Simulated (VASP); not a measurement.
# InAs (F-43m) in VASP: notebook, part 2 of 2

VASP 6.6.1. Earlier steps stand in the parts before.

## Step 3: Single point, r2SCAN (strain -2.8%)

Input file POSCAR:

```
InAs
1.0
    0.0000000000      2.9696739469      2.9696739469
    2.9696739469      0.0000000000      2.9696739469
    2.9696739469      2.9696739469      0.0000000000
In As
1 1
Direct
    0.0000000000      0.0000000000      0.0000000000
    0.2500000000      0.2500000000      0.2500000000
```

Input file INCAR.step1:

```
SYSTEM = InAs
ALGO     = Normal         ! electronic algorithm
EDIFF    = 1E-4           ! SCF threshold, eV
ENCUT    = 520            ! plane-wave cutoff, eV
GGA      = PE             ! functional
ISMEAR   = -1             ! smearing method
LASPH    = .TRUE.         ! aspherical terms in the spheres
LCHARG   = .FALSE.        ! write CHGCAR
LREAL    = .FALSE.        ! projectors in reciprocal space
LWAVE    = .TRUE.         ! write WAVECAR
NBANDS   = 16             ! bands
NELM     = 80             ! most SCF steps
PREC     = Accurate       ! precision mode
SIGMA    = 0.02           ! smearing width, eV
```

Input file INCAR.step2:

```
SYSTEM = InAs
ALGO     = Normal         ! electronic algorithm
EDIFF    = 1E-6           ! SCF threshold, eV
ENCUT    = 520            ! plane-wave cutoff, eV
ISIF     = 2              ! what is computed and relaxed
ISMEAR   = -1             ! smearing method
ISTART   = 1            
LASPH    = .TRUE.         ! aspherical terms in the spheres
LCHARG   = .TRUE.         ! write CHGCAR
LELF     = .TRUE.         ! ELF
LMIXTAU  = .TRUE.       
LREAL    = .FALSE.        ! projectors in reciprocal space
LVHAR    = .TRUE.       
LWAVE    = .FALSE.        ! write WAVECAR
METAGGA  = R2SCAN         ! meta-GGA
NBANDS   = 16             ! bands
NELM     = 80             ! most SCF steps
PREC     = Accurate       ! precision mode
SIGMA    = 0.02           ! smearing width, eV
```

Input file KPOINTS:

```
k-points
0
G
  8 8 8
  0 0 0
```

Potentials or basis: VASP PAW PBE potentials, release 64 (In_d, As).

Run with:

```console
cat potpaw_PBE.64/In_d/POTCAR potpaw_PBE.64/As/POTCAR > POTCAR
cp INCAR.step1 INCAR
mpirun -np 1 vasp_std > vasp.out
cp INCAR.step2 INCAR
mpirun -np 1 vasp_std > vasp.out
```

OUTCAR:

```text
SYSTEM = InAs
   EDIFF = 1E-6
   ENCUT = 520
   ISIF = 2
   ISMEAR = -1
   ISTART = 1
   LASPH = .TRUE.
   LREAL = .FALSE.
   METAGGA = R2SCAN
   NELM = 80
   PREC = Accurate

 ion  position               nearest neighbor table
   1  0.000  0.000  0.000-   2 2.57   2 2.57   2 2.57   2 2.57
   2  0.250  0.250  0.250-   1 2.57   1 2.57   1 2.57   1 2.57

  LATTYP: Found a face centered cubic cell.
 ALAT       =     5.9393478938

  Lattice vectors:

 A1 = (   0.0000000000,   2.9696739469,   2.9696739469)
 A2 = (   2.9696739469,   0.0000000000,   2.9696739469)
 A3 = (   2.9696739469,   2.9696739469,   0.0000000000)

Analysis of symmetry for initial positions (statically):
=====================================================================
 Subroutine PRICEL returns:
 Original cell was already a primitive cell.

 Routine SETGRP: Setting up the symmetry group for a
 face centered cubic supercell.

 Subroutine GETGRP returns: Found 24 space group operations
 (whereof 24 operations were pure point group operations)
 out of a pool of 48 trial point group operations.

The static configuration has the point symmetry T_d .

Analysis of symmetry for dynamics (positions and initial velocities):
=====================================================================
 Subroutine PRICEL returns:
 Original cell was already a primitive cell.

 Routine SETGRP: Setting up the symmetry group for a
 face centered cubic supercell.

 Subroutine GETGRP returns: Found 24 space group operations
 (whereof 24 operations were pure point group operations)
 out of a pool of 48 trial point group operations.

The dynamic configuration has the point symmetry T_d .

 Subroutine INISYM returns: Found 24 space group operations
 (whereof 24 operations are pure point group operations),
 and found     1 'primitive' translations

----------------------------------------------------------------------------------------
[... 105 lines left out ...]
   NUPDOWN=      -1.0000    fix difference up-down
   EMIN   =  10.00;   EMAX   =-10.00  energy-range for DOS
   EFERMI =   0.00;   METHOD = LEGACY
   ISMEAR =    -1;   SIGMA  =   0.02  broadening in eV -4-tet -1-fermi 0-gaus
   EFERMI_NEDOS =   21; number of points for ismear=-14 and -15
   IALGO  =     38    algorithm
   IMIX   =      4    mixing-type and parameters
     AMIX     =   0.40;   BMIX     =  1.00
     AMIX_MAG =   1.60;   BMIX_MAG =  1.00
  volume/ion in A,a.u.               =      26.19       176.74
  Fermi-wavevector in a.u.,A,eV,Ry     =   1.146692  2.166934 17.890345  1.314903
  Thomas-Fermi vector in A             =   2.283376
   LORBIT       =      0    0 simple, 1 ext, 2 COOP (PROOUT), +10 PAW based schemes
   METAGGA = R2SCAN    functional components
   LHFCALC =     F    Hartree Fock is set to
   AEXX    =    0.0000 exact exchange contribution
   IVDW    =     0    specifies the selected vdW correction
   LEPSILON=     F    determine dielectric tensor
   LRPA    =     F    only Hartree local field effects (RPA)
 non-spin polarized calculation
  energy-cutoff  :      520.00
  volume of cell :       52.38
 maximum number of plane-waves:      1424
   NGX = 15   NGY = 15   NGZ = 15

 number of electron      18.0000007 magnetization

 Free energy of the ion-electron system (eV)
  ---------------------------------------------------
  ext. energy  EPLUGINS =         0.00000000
  ---------------------------------------------------
  free energy    TOTEN  =       -37.97893853 eV

  energy without entropy =      -37.97893853  energy(sigma->0) =      -37.97893853

 E-fermi :   5.1274     XC(G=0):  -9.9092

 val. band max:        4.8416648726   @ k =   0.0000   0.0000   0.0000
 cond. band min:       5.3912539120   @ k =   0.0000   0.0000   0.0000
 fundamental gap:      0.5495890394
 Fermi energy:         5.1274476616

 k-point     1 :       0.0000    0.0000    0.0000
  band No.  band energies     occupation
      1     -10.1268      2.00000
      2     -10.1268      2.00000
      3     -10.1268      2.00000
      4      -9.9522      2.00000
      5      -9.9522      2.00000
      6      -7.8349      2.00000
[... 433 lines left out ...]
      3     -10.0559      2.00000
      4      -9.9597      2.00000
      5      -9.9431      2.00000
      6      -5.7961      2.00000
[... 8 lines left out ...]
     15      16.0113      0.00000
     16      16.9073      0.00000

 [... further k-points ...]
[... 5 lines left out ...]
  --------------------------------------------------------------------------------------
  -------------------------------------------------------------------------------------
  Total        1.9385528      1.9385528      1.9385528      0.0000000     -0.0000000     -0.0000000
  in kB       59.2968904     59.2968904     59.2968904      0.0000000     -0.0000000     -0.0000000
  external PRESSURE =      59.2968904 kB  Pullay stress =       0.0000000 kB

 VOLUME and BASIS-vectors are now :
 -----------------------------------------------------------------------------
  energy-cutoff  :      520.00
  volume of cell :       52.38
      direct lattice vectors                 reciprocal lattice vectors
     0.000000000  2.969673947  2.969673947    -0.168368652  0.168368652  0.168368652
     2.969673947  0.000000000  2.969673947     0.168368652 -0.168368652  0.168368652
     2.969673947  2.969673947  0.000000000     0.168368652  0.168368652 -0.168368652

 POSITION                                       TOTAL-FORCE (eV/Angst)
 -----------------------------------------------------------------------------------
      0.00000      0.00000      0.00000        -0.000000     -0.000000     -0.000000
      1.48484      1.48484      1.48484         0.000000      0.000000      0.000000
 -----------------------------------------------------------------------------------
    total drift:                               -0.000004     -0.000004     -0.000003

  FREE ENERGIE OF THE ION-ELECTRON SYSTEM (eV)
  ---------------------------------------------------
  free  energy   TOTEN  =       -37.9789385306 eV

  energy  without entropy=      -37.9789385263  energy(sigma->0) =      -37.97893853
```

Wall time 54 s (1 thread of Intel Xeon 6975P-C, shared host); peak memory 0.2 GiB.

Results:

| Property | Result |
| --- | --- |
| Free energy | -37.9789 eV |
| Pressure | 5.9 GPa |
| Band gap on the k mesh | 0.55 eV, direct |

Levels at points of the mesh, in eV from the valence-band top:
| k point | band 6 | band 7 | band 8 | band 9 | band 10 | band 11 | band 12 | band 13 |
| --- | --- | --- | --- | --- | --- | --- | --- | --- |
| (0.00, 0.00, 0.00) | -12.68 | 0.00 | 0.00 | 0.00 | 0.55 | 4.29 | 4.29 | 4.29 |
| (0.50, 0.00, 0.00) | -10.95 | -6.18 | -1.10 | -1.10 | 1.46 | 5.07 | 5.07 | 7.36 |
| (0.50, 0.50, 0.00) | -10.32 | -6.19 | -2.59 | -2.59 | 1.74 | 2.36 | 10.23 | 10.35 |

Caveat: the cell differs from its parent crystal (strain -2.8%); the PAW data sets were made with another functional, which shifts forces and pressure a little; spin-orbit coupling is left out, which moves the levels of the heavy elements.
